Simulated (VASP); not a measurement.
HfSn3O8, 12 atoms in the cell. The structure is orthorhombic, space group Cmmm (No. 65). Conventional cell: a = 6.752 Å, b = 6.775 Å, c = 6.416 Å, α = 90.00°, β = 90.00°, γ = 90.00°. Within 2.8 Å of Hf (site symmetry mmm) lie 6 O at 2.08 Å. Within 2.7 Å of Sn (site symmetry mm2) lie 6 O at 2.06 to 2.07 Å. Sn (site symmetry mmm) has 6 O at 2.06 to 2.07 Å within 2.7 Å. O (site symmetry m2m) has 2 Sn at 2.07 Å and 1 Hf at 2.08 Å and 1 O at 2.61 Å within 2.7 Å. O (site symmetry m) has 2 Sn at 2.06 to 2.07 Å and 1 Hf at 2.08 Å and 1 O at 2.64 Å within 2.7 Å. Within 2.7 Å of O (site symmetry m2m) lie 3 Sn at 2.06 to 2.07 Å and 1 O at 2.65 Å. 

```yaml
Program: VASP 6.6.1
Task: single point
Functional: PBE
Potentials_or_basis: VASP PAW PBE potentials, release 64 (Hf_pv, Sn_d, O)
Cutoff: 520 eV
k_mesh: 6 × 6 × 4
Occupations: fermi-dirac, width 0.02 eV
Spin: no spin polarisation
Dipole_correction: no
Further_INCAR_settings: ALGO = Normal; EDIFF = 1e-07; NBANDS = 62
```

Potentials or basis: VASP PAW PBE potentials, release 64 (Hf_pv, Sn_d, O).

Launch:

```sh
$ cat potpaw_PBE.64/Hf_pv/POTCAR potpaw_PBE.64/Sn_d/POTCAR potpaw_PBE.64/O/POTCAR > POTCAR
$ mpirun -np 1 vasp_std > vasp.out
```

Hardware: 1 thread of AMD EPYC 9R14 (Zen 4) (shared host).

**Question.** Estimate the wall time of this run.

**Answer.** Wall time 4.8 min on 1 thread of AMD EPYC 9R14 (Zen 4) (shared host), peak memory 0.39 GiB. Counts: scf iterations 18, k points 39.
